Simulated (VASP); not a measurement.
# PbSe (Fm-3m) in VASP: dielectric tensor with PBEsol

Aim: the dielectric tensor of PbSe with PBEsol.

All numbers are computed with VASP 6.6.1; they aren't measurements. Logs are shortened: lines on timing, memory, paths and dates and some standing lists are left out, and cuts for length are marked.

## (1) The cell of the first run

The structure is cubic, space group Fm-3m (No. 225). Conventional cell: a = 6.121 Å, b = 6.121 Å, c = 6.121 Å, α = 90.00°, β = 90.00°, γ = 90.00°. Within 4.0 Å of Pb (site symmetry m-3m) lie 6 Se at 3.06 Å. Se (site symmetry m-3m) has 6 Pb at 3.06 Å within 4.0 Å.

## (2) Dielectric tensor, PBEsol

File INCAR:

```
PREC = Accurate
ENCUT = 520
EDIFF = 1E-8
ISMEAR = 0
SIGMA = 0.01
LREAL = F
LASPH = T
NELM = 60
ALGO = Normal
ISIF = 2
LWAVE = F
LCHARG = F
GGA = PS
LEPSILON = T
```

File KPOINTS:

```
Automatic mesh
0
Gamma
  6 6 6
```

File POSCAR:

```
PbSe
1.0
    4.3284130000      0.0000000000      0.0000000000
    2.1642065000      3.7485156161      0.0000000000
    2.1642065000      1.2495052054      3.5341344153
Pb Se
1 1
Direct
    0.0000000000      0.0000000000      0.0000000000
    0.5000000000      0.5000000000      0.5000000000
```

Potentials or basis: VASP PAW PBE potentials, release 64 (Pb_d, Se).

Started as:

```
cat potpaw_PBE.64/Pb_d/POTCAR potpaw_PBE.64/Se/POTCAR > POTCAR
mpirun -np 1 vasp_std > vasp.out
```

OUTCAR:

```text
PREC = Accurate
   ENCUT = 520
   EDIFF = 1E-8
   ISMEAR = 0
   LREAL = F
   LASPH = T
   NELM = 60
   ISIF = 2
   GGA = PS
   LEPSILON = T

 ion  position               nearest neighbor table
   1  0.000  0.000  0.000-   2 3.06   2 3.06   2 3.06   2 3.06   2 3.06   2 3.06
   2  0.500  0.500  0.500-   1 3.06   1 3.06   1 3.06   1 3.06   1 3.06   1 3.06

  LATTYP: Found a face centered cubic cell.
 ALAT       =     6.1213003682

  Lattice vectors:

 A1 = (   4.3284130000,   0.0000000000,   0.0000000000)
 A2 = (   2.1642065000,   3.7485156161,   0.0000000000)
 A3 = (   2.1642065000,   1.2495052054,   3.5341344153)

Analysis of symmetry for initial positions (statically):
=====================================================================
 Subroutine PRICEL returns:
 Original cell was already a primitive cell.

 Routine SETGRP: Setting up the symmetry group for a
 face centered cubic supercell.

 Subroutine GETGRP returns: Found 48 space group operations
 (whereof 48 operations were pure point group operations)
 out of a pool of 48 trial point group operations.

The static configuration has the point symmetry O_h .

Analysis of symmetry for dynamics (positions and initial velocities):
=====================================================================
 Subroutine PRICEL returns:
 Original cell was already a primitive cell.

 Routine SETGRP: Setting up the symmetry group for a
 face centered cubic supercell.

 Subroutine GETGRP returns: Found 48 space group operations
 (whereof 48 operations were pure point group operations)
 out of a pool of 48 trial point group operations.

The dynamic configuration has the point symmetry O_h .

 Subroutine INISYM returns: Found 48 space group operations
 (whereof 48 operations are pure point group operations),
 and found     1 'primitive' translations

----------------------------------------------------------------------------------------

                                     Primitive cell

  volume of cell :      57.3418

  direct lattice vectors                    reciprocal lattice vectors
     4.328413000  0.000000000  0.000000000     0.231031558 -0.133386132 -0.094318239
     2.164206500  3.748515616  0.000000000     0.000000000  0.266772265 -0.094318239
     2.164206500  1.249505205  3.534134415     0.000000000  0.000000000  0.282954716

  length of vectors
     4.328413000  4.328413000  4.328413000     0.282954716  0.282954716  0.282954716

  position of ions in fractional coordinates (direct lattice)
     0.000000000  0.000000000  0.000000000
     0.500000000  0.500000000  0.500000000

  ion indices of the primitive-cell ions
   primitive index   ion index
                 1           1
                 2           2

----------------------------------------------------------------------------------------

 KPOINTS: Automatic mesh

Automatic generation of k-mesh.
 Grid dimensions read from file:
 generate k-points for:    6    6    6

 Generating k-lattice:

  Cartesian coordinates                     Fractional coordinates (reciprocal lattice)
     0.038505260 -0.022231022 -0.015719706     0.166666667 -0.000000000  0.000000000
     0.000000000  0.044462044 -0.015719706     0.000000000  0.166666667  0.000000000
     0.000000000  0.000000000  0.047159119     0.000000000  0.000000000  0.166666667

  Length of vectors
     0.047159119  0.047159119  0.047159119

  Shift w.r.t. Gamma in fractional coordinates (k-lattice)
     0.000000000  0.000000000  0.000000000

 Subroutine IBZKPT returns following result:
[... 69 lines left out ...]
   LEPSILON=     T    determine dielectric tensor
   LRPA    =     F    only Hartree local field effects (RPA)
 non-spin polarized calculation
 Gauss-broadening in eV      SIGMA  =   0.01
  energy-cutoff  :      520.00
  volume of cell :       57.34
 maximum number of plane-waves:      1572
   NGX = 17   NGY = 17   NGZ = 17

--------------------------------------- Ionic step        1  -------------------------------------------

 number of electron      20.0000000 magnetization

 E-fermi :   4.9654     XC(G=0):  -9.7202

 val. band max:        4.9074548624   @ k =   0.5000   0.0000  -0.0000
 cond. band min:       5.1117220902   @ k =   0.5000   0.0000  -0.0000
 fundamental gap:      0.2042672278
 Fermi energy:         4.9654475925

 k-point     1 :       0.0000    0.0000    0.0000
  band No.  band energies     occupation
      1     -11.8348      2.00000
      2     -11.8348      2.00000
      3     -11.8348      2.00000
      4     -11.8333      2.00000
      5     -11.8333      2.00000
      6      -8.6990      2.00000
      7      -1.4221      2.00000
      8       3.0374      2.00000
      9       3.0374      2.00000
     10       3.0374      2.00000
     11       9.5874      0.00000
     12       9.5874      0.00000
     13       9.5874      0.00000
     14      11.3581      0.00000
[... 241 lines left out ...]
      1     -11.9389      2.00000
      2     -11.8381      2.00000
      3     -11.8274      2.00000
      4     -11.8058      2.00000
      5     -11.7889      2.00000
      6      -7.2244      2.00000
      7      -2.9974      2.00000
      8       0.2464      2.00000
      9       1.1100      2.00000
     10       3.2720      2.00000
     11       7.8256      0.00000
     12       9.2079      0.00000
     13      10.3538      0.00000
     14      11.4149      0.00000

  FORCE on cell =-STRESS in cart. coord.  units (eV):
  Direction    XX          YY          ZZ          XY          YZ          ZX
  --------------------------------------------------------------------------------------
  -------------------------------------------------------------------------------------
  Total       -0.1908132     -0.1908132     -0.1908132      0.0000000     -0.0000000      0.0000000
  in kB       -5.3314806     -5.3314806     -5.3314806      0.0000000     -0.0000000      0.0000000
  external PRESSURE =      -5.3314806 kB  Pullay stress =       0.0000000 kB

 VOLUME and BASIS-vectors are now :
 -----------------------------------------------------------------------------
  energy-cutoff  :      520.00
  volume of cell :       57.34
      direct lattice vectors                 reciprocal lattice vectors
     4.328413000  0.000000000  0.000000000     0.231031558 -0.133386132 -0.094318239
     2.164206500  3.748515616  0.000000000     0.000000000  0.266772265 -0.094318239
     2.164206500  1.249505205  3.534134415     0.000000000  0.000000000  0.282954716

 POSITION                                       TOTAL-FORCE (eV/Angst)
 -----------------------------------------------------------------------------------
      0.00000      0.00000      0.00000        -0.000000      0.000000      0.000000
      4.32841      2.49901      1.76707         0.000000     -0.000000      0.000000
 -----------------------------------------------------------------------------------
    total drift:                               -0.000000      0.000000      0.000000

  FREE ENERGIE OF THE ION-ELECTRON SYSTEM (eV)
  ---------------------------------------------------
  free  energy   TOTEN  =        -8.9203347277 eV

  energy  without entropy=       -8.9203347277  energy(sigma->0) =       -8.92033473

 HEAD OF MICROSCOPIC STATIC DIELECTRIC TENSOR (INDEPENDENT PARTICLE, excluding Hartree and local field effects)
 ------------------------------------------------------
         101.552695    -0.000000     0.000000
          -0.000000   101.552695     0.000000
          -0.000000     0.000000   101.552695
 ------------------------------------------------------

 Free energy of the ion-electron system (eV)
  ---------------------------------------------------
  ---------------------------------------------------
  free energy    TOTEN  =       -15.87449400 eV

  energy without entropy =      -15.87449400

------------------------ aborting loop because EDIFF is reached ----------------------------------------

--------------------------------------- Ionic step        2  -------------------------------------------

------------------------ aborting loop because EDIFF is reached ----------------------------------------

--------------------------------------- Ionic step        3  -------------------------------------------

 Free energy of the ion-electron system (eV)
  ---------------------------------------------------
  ---------------------------------------------------
  free energy    TOTEN  =       -15.87450317 eV

  energy without entropy =      -15.87450317

------------------------ aborting loop because EDIFF is reached ----------------------------------------

 PIEZOELECTRIC TENSOR FIELD DIRECTION 3  (e Angst)
 -----------------------------------------------------------------------------
     0.00384  0.00000  0.00000           (  0.00000  0.00000  0.00000)
     0.00000  0.00384 -0.00000           (  0.00000  0.00000  0.00000)
     0.00000 -0.00000 -0.00457           (  0.00000  0.00000  0.00001)

 PIEZOELECTRIC TENSOR FIELD DIRECTION 3  (C/m^2)
 -----------------------------------------------------------------------------
     0.00107  0.00000  0.00000
     0.00000  0.00107 -0.00000
     0.00000 -0.00000 -0.00128

 MACROSCOPIC STATIC DIELECTRIC TENSOR (including local field effects in DFT)
 ------------------------------------------------------
          98.484039    -0.000000     0.000000
          -0.000000    98.484039     0.000000
          -0.000000     0.000000    98.484039
 ------------------------------------------------------

 PIEZOELECTRIC TENSOR (including local field effects)  for field in x, y, z        (e  Angst)
          XX          YY          ZZ          XY          YZ          ZX
  --------------------------------------------------------------------------------
  x     0.00000     0.00000     0.00000     0.00000     0.00000     0.00000
  y     0.00000     0.00000     0.00000     0.00000     0.00000     0.00000
  z     0.00000     0.00000     0.00000     0.00000     0.00000     0.00000

 PIEZOELECTRIC TENSOR (including local field effects)  for field in x, y, z        (C/m^2)
          XX          YY          ZZ          XY          YZ          ZX
  --------------------------------------------------------------------------------
  x     0.00000     0.00000     0.00000     0.00000     0.00000     0.00000
  y     0.00000     0.00000     0.00000     0.00000     0.00000     0.00000
  z     0.00000     0.00000     0.00000     0.00000     0.00000     0.00000

 BORN EFFECTIVE CHARGES (including local field effects) (in |e|, cummulative output)
 ---------------------------------------------------------------------------------
 ion    1
    1     0.66813     0.00000     0.00000
    2     0.00000     0.66813     0.00000
    3     0.00000     0.00000     0.66813
 ion    2
    1    -0.66813    -0.00000    -0.00000
    2     0.00000    -0.66813    -0.00000
    3    -0.00000    -0.00000    -0.66813
```

It took 8.6 min on 1 thread of AMD EPYC 7R13, shared host; peak memory 0.26 GiB.

What came out:

- Band gap on the k mesh: 0.20 eV
- Electronic dielectric tensor (diagonal): 98.48
- Born charges (mean of the diagonal): Pb +0.67; Se -0.67 e

Electronic dielectric tensor:
```
98.48  0.00  0.00
 0.00 98.48  0.00
 0.00  0.00 98.48
```

Born effective charge tensors (e):
atom 1, Pb
```
0.67 0.00 0.00
0.00 0.67 0.00
0.00 0.00 0.67
```
atom 2, Se
```
-0.67  0.00  0.00
 0.00 -0.67  0.00
 0.00  0.00 -0.67
```

Caveat: the gap is small at this level, which inflates the dielectric constant; the PAW data sets were made with another functional, which shifts forces and pressure a little; spin-orbit coupling is left out, which moves the levels of the heavy elements.
